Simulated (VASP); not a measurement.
A run of VASP 6.6.1 is set up as follows.

The input INCAR:

```
  ALGO = Fast
  EDIFF = 1E-6
  ENCUT = 520
  ISIF = 2
  ISMEAR = 0
  LASPH = T
  LCHARG = F
  LREAL = F
  LWAVE = F
  NBANDS = 16
  NELM = 80
  PREC = Accurate
  SIGMA = 0.15
```

File KPOINTS:

```
k-points
0
Gamma
  16 16 12
```

File POSCAR:

```
Ir
1.0
    0.0000000000     -1.9054060557     -1.9054060557
    0.0000000000      1.9054060557     -1.9054060557
    3.8108121114      0.0000000000      0.0000000000
Ir
2
Direct
    0.5201531846      0.4798468154      0.4887687982
   -0.0201531846      0.0201531846      0.0112312018
```

Potentials or basis: VASP PAW LDA potentials, release 64 (Ir).

Command:

```sh
$ cat potpaw_LDA.64/Ir/POTCAR > POTCAR
$ mpirun -np 1 vasp_std > vasp.out
```

(1) Estimate the band gap on the k mesh.

(2) What does it give for the largest force?

(3) What does it give for the pressure?

## Answers

(1) zero (bands 9 and 10 overlap by 3.08 eV).

(2) 1.858 eV/Å.

(3) 6.9 GPa.

Caveat: the cell differs from its parent crystal (atoms displaced along several vibrational modes); the stress differs along the axes, from 3 to 9 GPa; spin-orbit coupling is left out, which moves the levels of the heavy elements; forces of over 1 eV/Å act on the atoms, so gaps and moduli don't describe the material at rest.
